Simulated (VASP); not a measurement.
Set up this calculation in VASP 6.6.1, as the native input.

```yaml
Task: single point
Functional: PBEsol
Dispersion: D3(BJ)
Potentials_or_basis: VASP PAW PBE potentials, release 64 (W_sv, S)
Cutoff: 520 eV
k_mesh: 12 × 12 × 2
Occupations: gaussian, width 0.02 eV
Spin: no spin polarisation
Dipole_correction: no
Further_INCAR_settings: ALGO = Normal; EDIFF = 1e-06; NBANDS = 20
```

The structure of WS2 lies in POSCAR:

```
WS2
1.0
    3.1237017326      0.0000000000      0.0000000000
   -1.5618508663      2.7052050543      0.0000000000
    0.0000000000      0.0000000000     16.9362771992
W S
1 2
Direct
    0.3333333333      0.6666666667      0.0000000000
    0.6666666667      0.3333333333      0.9071447969
    0.6666666667      0.3333333333      0.0928552031
```

One way to write it, as run:

INCAR

```
  PREC = Accurate
  ENCUT = 520
  EDIFF = 1E-6
  ISMEAR = 0
  SIGMA = 0.02
  LREAL = False
  LASPH = True
  NELM = 80
  ALGO = Normal
  ISIF = 2
  LWAVE = False
  LCHARG = False
  GGA = PS
  IVDW = 12
  NBANDS = 20
```

KPOINTS

```
regular mesh
0
Gamma
  12 12 2
```

Potentials or basis: VASP PAW PBE potentials, release 64 (W_sv, S).

The run is started by

```sh
$ cat potpaw_PBE.64/W_sv/POTCAR potpaw_PBE.64/S/POTCAR > POTCAR
$ mpirun -np 1 vasp_std > vasp.out
```

It gave:

```json
{
  "Largest force": "0.019 eV/Å",
  "Band gap on the k mesh": "1.99 eV (least direct gap 2.04 eV)",
  "Dispersion energy per atom": "-0.253 eV"
}
```

Caveat: the PAW data sets were made with another functional, which shifts forces and pressure a little; spin-orbit coupling is left out, which moves the levels of the heavy elements.

Run time: 100 s on 1 thread of AMD EPYC 7R13 Processor (Zen 3), with other jobs on the host, peak memory 0.27 GiB.
